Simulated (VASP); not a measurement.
# In3S2 (P4/mmm) in VASP: notebook

Runs on In3S2. Level: PBE. Tasks: single point.

Everything below comes from runs of VASP 6.6.1. Logs are shortened: lines on timing, memory, paths and dates and some standing lists are left out, and cuts for length are marked.

### 1 The cell of the first run

The structure is tetragonal, space group P4/mmm (No. 123). The conventional cell has a = 6.136 Å, b = 6.136 Å, c = 4.964 Å, α = 90.00°, β = 90.00°, γ = 90.00°. Within 3.3 Å of In (site symmetry mmm) lie 2 S at 2.48 Å and 2 In at 3.07 Å. In (site symmetry 4/mmm) has 4 In at 3.07 Å and 8 S at 3.95 Å within 4.0 Å. S (site symmetry mmm) has 2 In at 2.48 Å within 3.3 Å.

### 2 Single point, PBE

INCAR reads:

```
ALGO = Normal
EDIFF = 1E-6
ENCUT = 520
GGA = PE
ISIF = 2
ISMEAR = 0
LASPH = True
LCHARG = False
LREAL = False
LWAVE = False
NBANDS = 34
NELM = 100
PREC = Accurate
SIGMA = 0.1
```

KPOINTS reads:

```
k-points
0
Gamma
  4 4 4
```

POSCAR reads:

```
In3S2
1.0
    6.1357765247      0.0000000000      0.0000000000
    0.0000000000      6.1357765247      0.0000000000
    0.0000000000      0.0000000000      4.9644706102
In S
3 2
Direct
    0.0000000000      0.5000000000      0.5000000000
    0.5000000000      0.0000000000      0.5000000000
    0.0000000000      0.0000000000      0.5000000000
    0.0000000000      0.5000000000      0.0000000000
    0.5000000000      0.0000000000      0.0000000000
```

Potentials or basis: VASP PAW PBE potentials, release 64 (In_d, S).

Command:

```sh
$ cat potpaw_PBE.64/In_d/POTCAR potpaw_PBE.64/S/POTCAR > POTCAR
$ mpirun -np 1 vasp_std > vasp.out
```

OUTCAR:

```text
EDIFF = 1E-6
   ENCUT = 520
   GGA = PE
   ISIF = 2
   ISMEAR = 0
   LASPH = True
   LREAL = False
   NELM = 100
   PREC = Accurate

 ion  position               nearest neighbor table
   1  0.000  0.500  0.500-   4 2.48   4 2.48   3 3.07   3 3.07
   2  0.500  0.000  0.500-   5 2.48   5 2.48   3 3.07   3 3.07
   3  0.000  0.000  0.500-   1 3.07   2 3.07   1 3.07   2 3.07
   4  0.000  0.500  0.000-   1 2.48   1 2.48
   5  0.500  0.000  0.000-   2 2.48   2 2.48

  LATTYP: Found a simple tetragonal cell.
 ALAT       =     6.1357765247
 C/A-ratio  =     0.8091022530

  Lattice vectors:

 A1 = (   6.1357765247,   0.0000000000,   0.0000000000)
 A2 = (   0.0000000000,   6.1357765247,   0.0000000000)
 A3 = (   0.0000000000,   0.0000000000,   4.9644706102)

Analysis of symmetry for initial positions (statically):
=====================================================================
 Subroutine PRICEL returns:
 Original cell was already a primitive cell.

 Routine SETGRP: Setting up the symmetry group for a
 simple tetragonal supercell.

 Subroutine GETGRP returns: Found 16 space group operations
 (whereof 16 operations were pure point group operations)
 out of a pool of 16 trial point group operations.

The static configuration has the point symmetry D_4h.

Analysis of symmetry for dynamics (positions and initial velocities):
=====================================================================
 Subroutine PRICEL returns:
 Original cell was already a primitive cell.

 Routine SETGRP: Setting up the symmetry group for a
 simple tetragonal supercell.

 Subroutine GETGRP returns: Found 16 space group operations
 (whereof 16 operations were pure point group operations)
 out of a pool of 16 trial point group operations.

The dynamic configuration has the point symmetry D_4h.

 Subroutine INISYM returns: Found 16 space group operations
 (whereof 16 operations are pure point group operations),
 and found     1 'primitive' translations

----------------------------------------------------------------------------------------

                                     Primitive cell

  volume of cell :     186.9012

  direct lattice vectors                    reciprocal lattice vectors
     6.135776525  0.000000000  0.000000000     0.162978556  0.000000000  0.000000000
     0.000000000  6.135776525  0.000000000     0.000000000  0.162978556  0.000000000
     0.000000000  0.000000000  4.964470610     0.000000000  0.000000000  0.201431347

  length of vectors
     6.135776525  6.135776525  4.964470610     0.162978556  0.162978556  0.201431347

  position of ions in fractional coordinates (direct lattice)
     0.000000000  0.500000000  0.500000000
     0.500000000  0.000000000  0.500000000
     0.000000000  0.000000000  0.500000000
     0.000000000  0.500000000  0.000000000
     0.500000000  0.000000000  0.000000000

  ion indices of the primitive-cell ions
   primitive index   ion index
                 1           1
                 2           2
                 3           3
                 4           4
                 5           5

----------------------------------------------------------------------------------------

 KPOINTS: k-points

Automatic generation of k-mesh.
 Grid dimensions read from file:
 generate k-points for:    4    4    4

 Generating k-lattice:

  Cartesian coordinates                     Fractional coordinates (reciprocal lattice)
     0.040744639  0.000000000  0.000000000     0.250000000  0.000000000  0.000000000
     0.000000000  0.040744639  0.000000000     0.000000000  0.250000000  0.000000000
     0.000000000  0.000000000  0.050357837     0.000000000  0.000000000  0.250000000

  Length of vectors
     0.040744639  0.040744639  0.050357837

  Shift w.r.t. Gamma in fractional coordinates (k-lattice)
     0.000000000  0.000000000  0.000000000

 Subroutine IBZKPT returns following result:
 ===========================================

 Found     18 irreducible k-points:

 Following reciprocal coordinates:
            Coordinates               Weight
  0.000000  0.000000  0.000000      1.000000
  0.250000  0.000000  0.000000      4.000000
  0.500000  0.000000  0.000000      2.000000
  0.250000  0.250000  0.000000      4.000000
  0.500000  0.250000  0.000000      4.000000
  0.500000  0.500000  0.000000      1.000000
[... 10 lines left out ...]
  0.500000  0.250000  0.500000      4.000000
  0.500000  0.500000  0.500000      1.000000
   k-points           NKPTS =     18   k-points in BZ     NKDIM =     18   number of bands    NBANDS=     34
   number of dos      NEDOS =    301   number of ions     NIONS =      5
   total plane-waves  NPLWV =  92160
   dimension x,y,z NGX =    48 NGY =   48 NGZ =   40
   dimension x,y,z NGXF=    96 NGYF=   96 NGZF=   80
   ions per type =               3   2
   NGX,Y,Z   is equivalent  to a cutoff of  13.01, 13.01, 13.39 a.u.
   NGXF,Y,Z  is equivalent  to a cutoff of  26.01, 26.01, 26.79 a.u.
 SYSTEM =  unknown system
   PREC   = accura    normal or accurate (medium, high low for compatibility)
   ISTART =      0    job   : 0-new  1-cont  2-samecut
   ICHARG =      2    charge: 1-file 2-atom 10-const
   ISPIN  =      1    spin polarized calculation?
   LNONCOLLINEAR =      F non collinear calculations
   LSORBIT =      F    spin-orbit coupling
   LASPH  =      T    aspherical Exc in radial PAW
   ENCUT  =  520.0 eV  38.22 Ry    6.18 a.u.  11.41 11.41  9.23*2*pi/ulx,y,z
   NELM   =    100;   NELMIN=  2; NELMDL= -5     # of ELM steps
   EDIFF  = 0.1E-05   stopping-criterion for ELM
   LREAL  =      F    real-space projection
   EDIFFG = 0.1E-04   stopping-criterion for IOM
   NSW    =      0    number of steps for IOM
   IBRION =     -1    ionic relax: 0-MD 1-quasi-New 2-CG
   NFREE  =      0    steps in history (QN), initial steepest desc. (CG)
   ISIF   =      2    stress and relaxation
   ISYM   =      2    0-nonsym 1-usesym 2-fastsym
   POTIM  = 0.5000    time-step for ionic-motion
   TEBEG  =    0.0;   TEEND  =   0.0 temperature during run
   PSTRESS=    0.0 pullay stress
   NELECT =      51.0000    total number of electrons
   NUPDOWN=      -1.0000    fix difference up-down
   EMIN   =  10.00;   EMAX   =-10.00  energy-range for DOS
   EFERMI =   0.00;   METHOD = LEGACY
   ISMEAR =     0;   SIGMA  =   0.10  broadening in eV -4-tet -1-fermi 0-gaus
   EFERMI_NEDOS =   21; number of points for ismear=-14 and -15
   IALGO  =     38    algorithm
   IMIX   =      4    mixing-type and parameters
     AMIX     =   0.40;   BMIX     =  1.00
     AMIX_MAG =   1.60;   BMIX_MAG =  1.00
  volume/ion in A,a.u.               =      37.38       252.25
  Fermi-wavevector in a.u.,A,eV,Ry     =   1.061844  2.006595 15.340753  1.127514
  Thomas-Fermi vector in A             =   2.197275
   LORBIT       =      0    0 simple, 1 ext, 2 COOP (PROOUT), +10 PAW based schemes
   GGA     = PE    functional components
   LHFCALC =     F    Hartree Fock is set to
   AEXX    =    0.0000 exact exchange contribution
   IVDW    =     0    specifies the selected vdW correction
   LEPSILON=     F    determine dielectric tensor
   LRPA    =     F    only Hartree local field effects (RPA)
 non-spin polarized calculation
 Gauss-broadening in eV      SIGMA  =   0.10
  energy-cutoff  :      520.00
  volume of cell :      186.90
 maximum number of plane-waves:      5063
 NGX is ok and might be reduce to    48
   NGX = 23   NGY = 23   NGZ = 19

 number of electron      50.9999991 magnetization

 Free energy of the ion-electron system (eV)
  ---------------------------------------------------
  ext. energy  EPLUGINS =         0.00000000
  ---------------------------------------------------
  free energy    TOTEN  =       -14.87376320 eV

  energy without entropy =      -14.86088230  energy(sigma->0) =      -14.86732275

 E-fermi :   2.1959     XC(G=0):  -7.6047

 val. band max:        2.1677549600   @ k =   0.2500   0.0000   0.5000
 cond. band min:       2.2120379678   @ k =   0.0000   0.0000   0.2500
 fundamental gap:      0.0442830078
 Fermi energy:         2.1958530409

 k-point     1 :       0.0000    0.0000    0.0000
  band No.  band energies     occupation
      1     -12.7953      2.00000
      2     -12.7714      2.00000
      3     -12.6622      2.00000
      4     -12.6020      2.00000
      5     -12.5535      2.00000
      6     -12.4923      2.00000
[... 26 lines left out ...]
     33       7.5842      0.00000
     34       8.8154      0.00000

 k-point     2 :       0.2500    0.0000    0.0000
  band No.  band energies     occupation
      1     -12.7816      2.00000
      2     -12.7467      2.00000
      3     -12.6520      2.00000
      4     -12.5770      2.00000
      5     -12.5294      2.00000
      6     -12.4918      2.00000
[... 26 lines left out ...]
     33       8.6683      0.00000
     34       8.9872      0.00000

 k-point     3 :       0.5000    0.0000    0.0000
  band No.  band energies     occupation
      1     -12.7785      2.00000
      2     -12.7232      2.00000
      3     -12.6424      2.00000
      4     -12.4977      2.00000
      5     -12.4913      2.00000
      6     -12.4788      2.00000
[... 26 lines left out ...]
     33       9.1186      0.00000
     34       9.2230      0.00000
[... 482 lines left out ...]
 k-point    17 :       0.5000    0.2500    0.5000
  band No.  band energies     occupation
      1     -12.6326      2.00000
      2     -12.4798      2.00000
      3     -12.4739      2.00000
      4     -12.4680      2.00000
      5     -12.4570      2.00000
      6     -12.4531      2.00000
[... 26 lines left out ...]
     33       7.3969      0.00000
     34       7.5401      0.00000

 k-point    18 :       0.5000    0.5000    0.5000
  band No.  band energies     occupation
      1     -12.4849      2.00000
      2     -12.4607      2.00000
      3     -12.4607      2.00000
      4     -12.4516      2.00000
      5     -12.4467      2.00000
      6     -12.4467      2.00000
[... 26 lines left out ...]
     33       7.0530      0.00000
     34       7.5102      0.00000

------------------------ aborting loop because EDIFF is reached ----------------------------------------

  FORCE on cell =-STRESS in cart. coord.  units (eV):
  Direction    XX          YY          ZZ          XY          YZ          ZX
  --------------------------------------------------------------------------------------
  -------------------------------------------------------------------------------------
  Total        0.3274850      0.3274850     -0.1321909      0.0000000     -0.0000000      0.0000000
  in kB        2.8073073      2.8073073     -1.1331828      0.0000000     -0.0000000      0.0000000
  external PRESSURE =       1.4938106 kB  Pullay stress =       0.0000000 kB

 VOLUME and BASIS-vectors are now :
 -----------------------------------------------------------------------------
  energy-cutoff  :      520.00
  volume of cell :      186.90
      direct lattice vectors                 reciprocal lattice vectors
     6.135776525  0.000000000  0.000000000     0.162978556  0.000000000  0.000000000
     0.000000000  6.135776525  0.000000000     0.000000000  0.162978556  0.000000000
     0.000000000  0.000000000  4.964470610     0.000000000  0.000000000  0.201431347

 POSITION                                       TOTAL-FORCE (eV/Angst)
 -----------------------------------------------------------------------------------
      0.00000      3.06789      2.48224         0.000000      0.000000      0.000000
      3.06789      0.00000      2.48224         0.000000      0.000000      0.000000
      0.00000      0.00000      2.48224         0.000000      0.000000      0.000000
      0.00000      3.06789      0.00000         0.000000      0.000000      0.000000
      3.06789      0.00000      0.00000         0.000000      0.000000      0.000000
 -----------------------------------------------------------------------------------
    total drift:                                0.000000      0.000000     -0.000000

  FREE ENERGIE OF THE ION-ELECTRON SYSTEM (eV)
  ---------------------------------------------------
  free  energy   TOTEN  =       -14.8737632029 eV

  energy  without entropy=      -14.8608823043  energy(sigma->0) =      -14.86732275
```

Wall time 77 s (1 thread of Intel Xeon 6975P-C (Granite Rapids), shared host); peak memory 0.33 GiB.

Results:

```yaml
Free_energy: -14.8738 eV
Pressure: 0.1 GPa
```

Levels at points of the mesh, in eV from the Fermi level:
| k point | band 23 | band 24 | band 25 | band 26 | band 27 | band 28 | band 29 | band 30 |
| --- | --- | --- | --- | --- | --- | --- | --- | --- |
| (0.00, 0.00, 0.00) | -2.18 | -1.30 | -1.30 | -1.04 | 0.78 | 0.78 | 3.15 | 4.09 |
| (0.50, 0.00, 0.00) | -2.05 | -1.68 | -1.62 | -0.67 | 0.92 | 2.78 | 3.02 | 3.14 |
| (0.50, 0.50, 0.00) | -2.42 | -1.24 | -1.08 | -1.01 | 1.92 | 2.42 | 3.74 | 3.74 |
| (0.00, 0.00, 0.50) | -1.17 | -1.17 | -0.78 | -0.78 | 1.05 | 2.50 | 2.61 | 2.61 |
| (0.50, 0.00, 0.50) | -1.16 | -1.09 | -0.89 | 0.64 | 1.65 | 2.12 | 2.63 | 2.88 |
| (0.50, 0.50, 0.50) | -0.79 | -0.60 | 0.12 | 1.39 | 1.39 | 2.94 | 3.04 | 3.84 |

Caveat: spin-orbit coupling is left out, which moves the levels of the heavy elements.

### 3 Single point, PBE

This run uses another cell than the first one, of 30.49 Å³/atom, 0.816 times its volume.

INCAR reads:

```
  PREC = Accurate
  ENCUT = 520
  EDIFF = 1E-6
  ISMEAR = 0
  SIGMA = 0.1
  LREAL = False
  LASPH = True
  NELM = 100
  ALGO = Normal
  ISIF = 2
  LWAVE = False
  LCHARG = False
  GGA = PE
  NBANDS = 34
```

KPOINTS reads:

```
regular mesh
0
Gamma
  4 4 4
```

POSCAR, as its differences from that of step 2:

```diff
@@ -2,5 +2,5 @@
 1.0
-    6.1357765247      0.0000000000      0.0000000000
-    0.0000000000      6.1357765247      0.0000000000
-    0.0000000000      0.0000000000      4.9644706102
+    5.3282206300      0.0000000000      0.0000000000
+    0.0000000000      5.3282206300      0.0000000000
+    0.0000000000      0.0000000000      5.3702248300
 In S
```

Potentials or basis: VASP PAW PBE potentials, release 64 (In_d, S).

Command:

```sh
$ cat potpaw_PBE.64/In_d/POTCAR potpaw_PBE.64/S/POTCAR > POTCAR
$ mpirun -np 1 vasp_std > vasp.out
```

It took 49 s on 1 thread of Intel Xeon 6975P-C (Granite Rapids), shared host; peak memory 0.26 GiB.

The run converged. Its results:

```
Free energy : -13.4747 eV
Pressure    : 1.7 GPa
```

Stress tensor (GPa, compression positive):
```
 6.96  0.00  0.00
 0.00  6.96  0.00
 0.00  0.00 -8.85
```

Levels at points of the mesh, in eV from the Fermi level:
```csv
k point,band 22,band 23,band 24,band 25,band 26,band 27,band 28,band 29
"(0.00, 0.00, 0.00)",-2.72,-1.92,-0.42,-0.42,0.14,0.14,0.26,3.18
"(0.50, 0.00, 0.00)",-2.20,-1.56,-1.14,-1.14,0.16,0.46,2.57,2.87
"(0.50, 0.50, 0.00)",-3.08,-2.56,-1.33,-0.03,0.13,0.76,1.84,5.64
"(0.00, 0.00, 0.50)",-1.52,-1.52,-1.29,0.02,0.02,0.79,1.82,2.36
"(0.50, 0.00, 0.50)",-1.27,-0.96,-0.92,-0.76,0.21,1.83,2.15,2.27
"(0.50, 0.50, 0.50)",-1.83,-0.74,0.16,0.30,0.77,0.77,3.68,3.93
```

Caveat: spin-orbit coupling is left out, which moves the levels of the heavy elements.
